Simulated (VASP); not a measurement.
# Zn (P6_3/mmc) in VASP: notebook

Zn is run at these levels: PBE; tasks: single point, relaxation of cell and atoms.

All numbers are computed with VASP 6.6.1; they aren't measurements. Logs are shortened: lines on timing, memory, paths and dates and some standing lists are left out, and cuts for length are marked.

## 1. The cell of the first run

The structure is hexagonal, space group P6_3/mmc (No. 194). Conventional cell: a = 2.655 Å, b = 2.655 Å, c = 4.964 Å, α = 90.00°, β = 90.00°, γ = 120.00°. Zn (site symmetry -6m2) has 12 Zn at 2.66 to 2.92 Å within 3.5 Å.

## 2. Single point, PBE

INCAR reads:

```
PREC = Accurate
ENCUT = 500
EDIFF = 1E-6
ISMEAR = -1
SIGMA = 0.1
LREAL = F
LASPH = T
NELM = 120
ALGO = Normal
ISIF = 2
LWAVE = F
LCHARG = T
GGA = PE
LELF = T
LVHAR = T
NBANDS = 19
GGA_COMPAT = F
```

KPOINTS reads:

```
regular mesh
0
Gamma
  13 13 7
```

POSCAR reads:

```
Zn
1.0
    2.6554099336      0.0000000000      0.0000000000
   -1.3277049668      2.2996524599      0.0000000000
    0.0000000000      0.0000000000      4.9642032532
Zn
2
Direct
    0.3333333333      0.6666666667      0.2500000000
    0.6666666667      0.3333333333      0.7500000000
```

Potentials or basis: VASP PAW PBE potentials, release 64 (Zn).

Launch:

```console
cat potpaw_PBE.64/Zn/POTCAR > POTCAR
mpirun -np 1 vasp_std > vasp.out
```

OUTCAR:

```text
PREC = Accurate
   ENCUT = 500
   EDIFF = 1E-6
   ISMEAR = -1
   LREAL = F
   LASPH = T
   NELM = 120
   ISIF = 2
   GGA = PE

 ion  position               nearest neighbor table
   1  0.333  0.667  0.250-   2 2.92   2 2.92   2 2.92   2 2.92   2 2.92   2 2.92
   2  0.667  0.333  0.750-   1 2.92   1 2.92   1 2.92   1 2.92   1 2.92   1 2.92

  LATTYP: Found a hexagonal cell.
 ALAT       =     2.6554099336
 C/A-ratio  =     1.8694677573

  Lattice vectors:

 A1 = (   2.6554099336,   0.0000000000,   0.0000000000)
 A2 = (  -1.3277049668,   2.2996524599,   0.0000000000)
 A3 = (   0.0000000000,   0.0000000000,   4.9642032532)

Analysis of symmetry for initial positions (statically):
=====================================================================
 Subroutine PRICEL returns:
 Original cell was already a primitive cell.

 Routine SETGRP: Setting up the symmetry group for a
 hexagonal supercell.

 Subroutine GETGRP returns: Found 24 space group operations
 (whereof 12 operations were pure point group operations)
 out of a pool of 24 trial point group operations.

The static configuration has the point symmetry D_3d.
 The point group associated with its full space group is D_6h.

Analysis of symmetry for dynamics (positions and initial velocities):
=====================================================================
 Subroutine PRICEL returns:
 Original cell was already a primitive cell.

 Routine SETGRP: Setting up the symmetry group for a
 hexagonal supercell.

 Subroutine GETGRP returns: Found 24 space group operations
 (whereof 12 operations were pure point group operations)
 out of a pool of 24 trial point group operations.

The dynamic configuration has the point symmetry D_3d.
 The point group associated with its full space group is D_6h.

 Subroutine INISYM returns: Found 24 space group operations
 (whereof 12 operations are pure point group operations),
 and found     1 'primitive' translations

----------------------------------------------------------------------------------------

                                     Primitive cell

  volume of cell :      30.3140

  direct lattice vectors                    reciprocal lattice vectors
     2.655409934  0.000000000  0.000000000     0.376589689  0.217424158  0.000000000
[... 75 lines left out ...]
   NGXF,Y,Z  is equivalent  to a cutoff of  25.04, 25.04, 24.11 a.u.
 SYSTEM =  unknown system
   PREC   = accura    normal or accurate (medium, high low for compatibility)
   ISTART =      0    job   : 0-new  1-cont  2-samecut
   ICHARG =      2    charge: 1-file 2-atom 10-const
   ISPIN  =      1    spin polarized calculation?
   LNONCOLLINEAR =      F non collinear calculations
   LSORBIT =      F    spin-orbit coupling
   LASPH  =      T    aspherical Exc in radial PAW
   ENCUT  =  500.0 eV  36.75 Ry    6.06 a.u.   4.84  4.84  9.05*2*pi/ulx,y,z
   NELM   =    120;   NELMIN=  2; NELMDL= -5     # of ELM steps
   EDIFF  = 0.1E-05   stopping-criterion for ELM
   LREAL  =      F    real-space projection
   EDIFFG = 0.1E-04   stopping-criterion for IOM
   NSW    =      0    number of steps for IOM
   IBRION =     -1    ionic relax: 0-MD 1-quasi-New 2-CG
   NFREE  =      0    steps in history (QN), initial steepest desc. (CG)
   ISIF   =      2    stress and relaxation
   ISYM   =      2    0-nonsym 1-usesym 2-fastsym
   POTIM  = 0.5000    time-step for ionic-motion
   TEBEG  =    0.0;   TEEND  =   0.0 temperature during run
   PSTRESS=    0.0 pullay stress
   NELECT =      24.0000    total number of electrons
   NUPDOWN=      -1.0000    fix difference up-down
   EMIN   =  10.00;   EMAX   =-10.00  energy-range for DOS
   EFERMI =   0.00;   METHOD = LEGACY
   ISMEAR =    -1;   SIGMA  =   0.10  broadening in eV -4-tet -1-fermi 0-gaus
   EFERMI_NEDOS =   21; number of points for ismear=-14 and -15
   IALGO  =     38    algorithm
   IMIX   =      4    mixing-type and parameters
     AMIX     =   0.40;   BMIX     =  1.00
     AMIX_MAG =   1.60;   BMIX_MAG =  1.00
  volume/ion in A,a.u.               =      15.16       102.28
  Fermi-wavevector in a.u.,A,eV,Ry     =   1.514482  2.861956 31.207083  2.293656
  Thomas-Fermi vector in A             =   2.624134
   LORBIT       =      0    0 simple, 1 ext, 2 COOP (PROOUT), +10 PAW based schemes
   GGA     = PE    functional components
   LHFCALC =     F    Hartree Fock is set to
   AEXX    =    0.0000 exact exchange contribution
   IVDW    =     0    specifies the selected vdW correction
   LEPSILON=     F    determine dielectric tensor
   LRPA    =     F    only Hartree local field effects (RPA)
 non-spin polarized calculation
  energy-cutoff  :      500.00
  volume of cell :       30.31
 maximum number of plane-waves:       783
 NGX is ok and might be reduce to    20
   NGX =  9   NGY =  9   NGZ = 19

 number of electron      23.9999980 magnetization

 Free energy of the ion-electron system (eV)
  ---------------------------------------------------
  ext. energy  EPLUGINS =         0.00000000
  ---------------------------------------------------
  free energy    TOTEN  =        -2.23365615 eV

  energy without entropy =       -2.22190733  energy(sigma->0) =       -2.22778174

 E-fermi :   3.0125     XC(G=0): -11.5683

 val. band max:        2.9710852151   @ k =   0.3077  -0.0000   0.0000
 cond. band min:       3.0386048515   @ k =   0.3846   0.0769   0.0000
 fundamental gap:      0.0675196364
 Fermi energy:         3.0125272389

 k-point     1 :       0.0000    0.0000    0.0000
  band No.  band energies     occupation
      1      -7.2943      2.00000
      2      -5.5037      2.00000
      3      -4.8017      2.00000
      4      -4.5596      2.00000
      5      -4.5596      2.00000
      6      -4.5110      2.00000
[... 505 lines left out ...]
      6      -4.4050      2.00000
[... 11 lines left out ...]
     18      19.9341      0.00000
     19      22.1292      0.00000

 [... further k-points ...]
[... 5 lines left out ...]
  --------------------------------------------------------------------------------------
  -------------------------------------------------------------------------------------
  Total        0.0820051      0.0820051      0.0375899      0.0000000      0.0000000      0.0000000
  in kB        4.3341921      4.3341921      1.9867263      0.0000000      0.0000000      0.0000000
  external PRESSURE =       3.5517035 kB  Pullay stress =       0.0000000 kB

 VOLUME and BASIS-vectors are now :
 -----------------------------------------------------------------------------
  energy-cutoff  :      500.00
  volume of cell :       30.31
      direct lattice vectors                 reciprocal lattice vectors
     2.655409934  0.000000000  0.000000000     0.376589689  0.217424158  0.000000000
    -1.327704967  2.299652460  0.000000000     0.000000000  0.434848316  0.000000000
     0.000000000  0.000000000  4.964203253     0.000000000  0.000000000  0.201442195

 POSITION                                       TOTAL-FORCE (eV/Angst)
 -----------------------------------------------------------------------------------
     -0.00000      1.53310      1.24105        -0.000000      0.000000      0.000000
      1.32770      0.76655      3.72315         0.000000     -0.000000      0.000000
 -----------------------------------------------------------------------------------
    total drift:                               -0.000000      0.000000      0.000000

  FREE ENERGIE OF THE ION-ELECTRON SYSTEM (eV)
  ---------------------------------------------------
  free  energy   TOTEN  =        -2.2336561473 eV

  energy  without entropy=       -2.2219073265  energy(sigma->0) =       -2.22778174
```

OSZICAR:

```text
N       E                     dE             d eps       ncg     rms          rms(c)
DAV:   1     0.110622126585E+03    0.11062E+03   -0.12038E+04  3304   0.195E+03
DAV:   2     0.243105769678E+01   -0.10819E+03   -0.10495E+03  3206   0.292E+02
DAV:   3    -0.241735124945E+01   -0.48484E+01   -0.48299E+01  3607   0.682E+01
DAV:   4    -0.244490192471E+01   -0.27551E-01   -0.27541E-01  3523   0.531E+00
DAV:   5    -0.244493764751E+01   -0.35723E-04   -0.35722E-04  3559   0.172E-01    0.400E+00
DAV:   6    -0.224709442208E+01    0.19784E+00   -0.77688E-01  3560   0.186E+01    0.301E+00
DAV:   7    -0.223807327007E+01    0.90212E-02   -0.26274E-02  3977   0.271E+00    0.155E+00
DAV:   8    -0.223364199980E+01    0.44313E-02   -0.17912E-03  4360   0.641E-01    0.474E-02
DAV:   9    -0.223365286277E+01   -0.10863E-04   -0.23157E-04  4319   0.192E-01    0.353E-02
DAV:  10    -0.223365632959E+01   -0.34668E-05   -0.21533E-05  3382   0.534E-02    0.289E-03
DAV:  11    -0.223365614725E+01    0.18234E-06   -0.85651E-08  2005   0.370E-03
   1 F= -.22336561E+01 E0= -.22277817E+01  d E =-.117488E-01
```

stdout:

```text
POSCAR found type information on POSCAR Zn
 POSCAR found :  1 types and       2 ions
 scaLAPACK will be used
 LDA part: xc-table for (Slater+PW92), standard interpolation
 POSCAR, INCAR and KPOINTS ok, starting setup
 FFT: planning ... GRIDC
 FFT: planning ... GRID_SOFT
 FFT: planning ... GRID
 WAVECAR not read
 entering main loop
```

It took 52 s on 1 thread of Intel Xeon 8259CL, shared host; peak memory 0.16 GiB.

What came out:

| Property | Result |
| --- | --- |
| Free energy | -2.2337 eV |
| Pressure | 0.4 GPa |
| Band gap on the k mesh | zero (bands 12 and 13 overlap by 4.22 eV) |

Levels at points of the mesh, in eV from the Fermi level:
```csv
k point,band 8,band 9,band 10,band 11,band 12,band 13,band 14,band 15,band 16,band 17
"(0.00, 0.00, 0.00)",-7.19,-7.19,-6.98,-6.98,-3.56,-3.00,13.54,17.22,17.74,17.74
```

## 3. Relaxation of cell and atoms, PBE

This run uses another cell than the first one, of 15.21 Å³/atom.

INCAR reads:

```
PREC = Accurate ; ENCUT = 500
EDIFF = 1E-7 ; ISMEAR = -1
SIGMA = 0.1 ; LREAL = F
LASPH = T ; NELM = 120
ALGO = Normal ; ISIF = 3
LWAVE = F ; LCHARG = F
GGA = PE ; IBRION = 2
NSW = 80 ; EDIFFG = -0.01
GGA_COMPAT = F ; NELMIN = 4
```

KPOINTS is that of step 2.

POSCAR reads:

```
Zn
1.0
    2.6647980532      0.0000000000      0.0000000000
   -1.3323990266      2.3077828100      0.0000000000
    0.0000000000      0.0000000000      4.9467000000
Zn
2
Direct
    0.3333333333      0.6666666667      0.2500000000
    0.6666666667      0.3333333333      0.7500000000
```

Potentials or basis: VASP PAW PBE potentials, release 64 (Zn).

Launch:

```console
cat potpaw_PBE.64/Zn/POTCAR > POTCAR
mpirun -np 1 vasp_std > vasp.out
```

Wall time 3.1 min (1 thread of Intel Xeon 8259CL, shared host); peak memory 0.16 GiB.

Results (log left out):

```yaml
Free_energy: -2.2338 eV
Relaxed_volume: 15.21 Å³/atom
Relaxed_cell: a = 2.660 Å, b = 2.660 Å, c = 4.965 Å, α = 90.00°, β = 90.00°, γ = 120.00°
Space_group_after_relaxing_to_0.1_Å: P6_3/mmc (No. 194)
Energy_gained_by_relaxing: 0.1 meV/atom
Ionic_steps: 6
Pressure_after_relaxing: 0.1 GPa
Band_gap_on_the_k_mesh: zero (bands 12 and 13 overlap by 4.20 eV)
```

Step by step:
| step | energy change (eV) | largest force (eV/Å) | pressure (GPa) | volume (Å³) |
| --- | --- | --- | --- | --- |
| 1 | 0.0000 | 0.0000 | -0.08 | 30.42 |
| 2 | -0.0001 | 0.0000 | 0.06 | 30.39 |
| 3 | -0.0001 | 0.0000 | 0.09 | 30.37 |
| 4 | -0.0001 | 0.0000 | 0.19 | 30.34 |
| 5 | -0.0001 | 0.0000 | 0.16 | 30.36 |
| 6 | -0.0001 | 0.0000 | 0.06 | 30.42 |

Final structure:
```
Zn
1.0
     2.65976    0.00000    0.00000
    -1.32988    2.30342    0.00000
     0.00000    0.00000    4.96487
Zn
2
Direct
  0.33333 0.66667 0.25000
  0.66667 0.33333 0.75000
```

Levels at points of the mesh, in eV from the Fermi level:
```csv
k point,band 10,band 11,band 12,band 13,band 14,band 15
"(0.00, 0.00, 0.00)",-6.98,-6.98,-3.54,-2.99,13.55,17.22
```

## 4. Single point, PBE

INCAR reads:

```
SYSTEM = Zn
PREC = Accurate
ENCUT = 500
EDIFF = 1E-6
ISMEAR = -1
SIGMA = 0.1
LREAL = .False.
LASPH = .True.
NELM = 120
ALGO = Normal
ISIF = 2
LWAVE = .False.
LCHARG = .False.
GGA = PE
NBANDS = 19
GGA_COMPAT = .False.
```

KPOINTS reads:

```
regular mesh
0
Gamma
  22 22 11
  0 0 0
```

POSCAR reads:

```
Zn
1.0
    2.6554099336      0.0000000000      0.0000000000
   -1.3277049668      2.2996524599      0.0000000000
    0.0000000000      0.0000000000      4.9642032532
Zn
2
Direct
    0.3333333333      0.6666666667      0.2500000000
    0.6666666667      0.3333333333      0.7500000000
```

Launch:

```console
cat potpaw_PBE.64/Zn/POTCAR > POTCAR
mpirun -np 1 vasp_std > vasp.out
```

It took 3 min on 1 thread of Intel Xeon 8259CL, shared host; peak memory 0.25 GiB.

It converged, with:

| Quantity | Value |
| --- | --- |
| Free energy | -2.2219 eV |
| Pressure | 0.4 GPa |
| Band gap on the k mesh | zero (bands 12 and 13 overlap by 4.85 eV) |

Levels at points of the mesh, in eV from the Fermi level:
| k point | band 9 | band 10 | band 11 | band 12 | band 13 | band 14 | band 15 | band 16 |
| --- | --- | --- | --- | --- | --- | --- | --- | --- |
| (0.00, 0.00, 0.00) | -7.28 | -7.08 | -7.08 | -3.65 | -3.09 | 13.45 | 17.13 | 17.65 |
| (0.50, 0.00, 0.00) | -6.89 | -6.87 | -2.80 | -2.10 | 2.62 | 3.58 | 4.10 | 5.73 |

## 5. Overview

| task | cell | k mesh | gap on the mesh (eV) | pressure (GPa) |
| --- | --- | --- | --- | --- |
| single point | a = 2.655, b = 2.655, c = 4.964 Å, angles 90.0, 90.0, 120.0°, 2 atoms | 13 × 13 × 7 | none | 0.4 |
| relaxation of cell and atoms | relaxed from a = 2.665, b = 2.665, c = 4.947 Å, angles 90.0, 90.0, 120.0°, 2 atoms | 13 × 13 × 7 | none | 0.1 |
| single point | a = 2.655, b = 2.655, c = 4.964 Å, angles 90.0, 90.0, 120.0°, 2 atoms | 22 × 22 × 11 | none | 0.4 |

Alike in all rows: level PBE; potentials or basis VASP PAW PBE potentials, release 64 (Zn); no spin polarisation; cutoff (eV) 500; smearing fermi-dirac 0.1 eV.

Total energies depend on the potentials used, so only differences within one code and one set of settings carry meaning.

The gap in the log of VASP goes by the Fermi energy; the results here count the filled bands.